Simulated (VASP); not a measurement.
K3PRu:

```
CELL_PARAMETERS angstrom
5.28386 0.00000 0.00000
0.00000 5.28386 0.00000
0.00000 0.00000 5.28386
ATOMIC_POSITIONS crystal
K 0.50000 0.00000 0.00000
K 0.00000 0.50000 0.00000
K 0.00000 0.00000 0.50000
P 0.00000 0.00000 0.00000
Ru 0.50000 0.50000 0.50000
```

The cell was generated, and may not be a known phase.

| Quantity | Value |
| --- | --- |
| Program | VASP 6.6.1 |
| Task | relaxation of cell and atoms |
| Functional | PBE |
| Potentials or basis | VASP PAW PBE potentials, release 64 (K_sv, P, Ru_pv) |
| Cutoff | 600 eV |
| k mesh | 4 × 4 × 4 |
| Occupations | gaussian, width 0.1 eV |
| Spin | no spin polarisation |

At the start: pressure 10.4 GPa; volume 29.50 Å³/atom.

**Question.** Where does the relaxation end?

**Answer.** Over 4 steps the energy falls by 375.0 meV/atom and the volume is 45.65 Å³/atom (+54.7 %); space group Pm-3m (No. 221, to 0.1 Å) before and after.

Step by step:
```csv
step,energy change (eV),largest force (eV/Å),pressure (GPa),volume (Å³)
1,0.0000,0.0000,10.42,147.52
2,-1.6145,0.0000,2.57,192.41
3,-1.8459,0.0000,0.72,216.52
4,-1.8749,0.0000,0.09,228.26
```

Final structure:
```
K P Ru
1.0
     6.11146    0.00000    0.00000
     0.00000    6.11146    0.00000
     0.00000    0.00000    6.11146
K P Ru
3 1 1
Cartesian
  3.0557 0.0000 0.0000
  0.0000 3.0557 0.0000
  0.0000 0.0000 3.0557
  0.0000 0.0000 0.0000
  3.0557 3.0557 3.0557
```

Caveat: the volume moved by over 15 % at a fixed basis, so the end points are rough.
